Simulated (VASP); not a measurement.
A run of VASP 6.6.1 is set up as follows.

INCAR

```
PREC = Accurate
ENCUT = 520
EDIFF = 1E-6
ISMEAR = -1
SIGMA = 0.02
LREAL = False
LASPH = True
NELM = 60
ALGO = Normal
ISIF = 2
LWAVE = False
LCHARG = False
GGA = PE
NBANDS = 15
```

KPOINTS

```
regular mesh
0
Gamma
  6 6 6
```

File POSCAR:

```
SnH2
1.0
    0.0000000000      2.6545080109      2.6545080109
    2.6545080109      0.0000000000      2.6545080109
    2.6545080109      2.6545080109      0.0000000000
Sn H
1 2
Direct
    0.0000000000      0.0000000000      0.0000000000
    0.2500000000      0.2500000000      0.2500000000
    0.7500000000      0.7500000000      0.7500000000
```

Potentials or basis: VASP PAW PBE potentials, release 64 (Sn_d, H).

Command:

```console
$ cat potpaw_PBE.64/Sn_d/POTCAR potpaw_PBE.64/H/POTCAR > POTCAR
$ mpirun -np 1 vasp_std > vasp.out
```

(1) What does it give for the pressure?

(2) Estimate the band gap on the k mesh.

## Answers

(1) 1.6 GPa.

(2) zero (band 8 reaches 10.66 eV, above the bottom of band 9 at 5.42 eV).

Caveat: spin-orbit coupling is left out, which moves the levels of the heavy elements.
